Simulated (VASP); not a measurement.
Zr, 2 atoms in the cell. The structure is hexagonal, space group P6_3/mmc (No. 194). Conventional cell: a = 3.230 Å, b = 3.230 Å, c = 5.145 Å, α = 90.00°, β = 90.00°, γ = 120.00°. Zr (site symmetry -6m2) has 12 Zr at 3.18 to 3.23 Å within 4.2 Å. 

```yaml
Program: VASP 6.6.1
Task: relaxation of cell and atoms
Functional: PBE
Potentials_or_basis: VASP PAW PBE potentials, release 64 (Zr_sv)
Cutoff: 600 eV
k_mesh: 8 × 8 × 4
Occupations: gaussian, width 0.05 eV
Spin: no spin polarisation
Dipole_correction: no
Further_INCAR_settings: ALGO = Normal; EDIFF = 1e-07; IBRION = 2; EDIFFG = -0.03; NSW = 80; ISIF = 3
```

Potentials or basis: VASP PAW PBE potentials, release 64 (Zr_sv).

Run with:

```console
$ cat potpaw_PBE.64/Zr_sv/POTCAR > POTCAR
$ mpirun -np 1 vasp_std > vasp.out
```

Hardware: 1 thread of Intel Xeon 8259CL, on a shared host.

Question: Estimate the wall time of this run.

Answer: Wall time 110 s on 1 thread of Intel Xeon 8259CL, with other jobs on the host, peak memory 0.19 GiB. Counts: scf iterations 31, k points 30, ion steps 3.
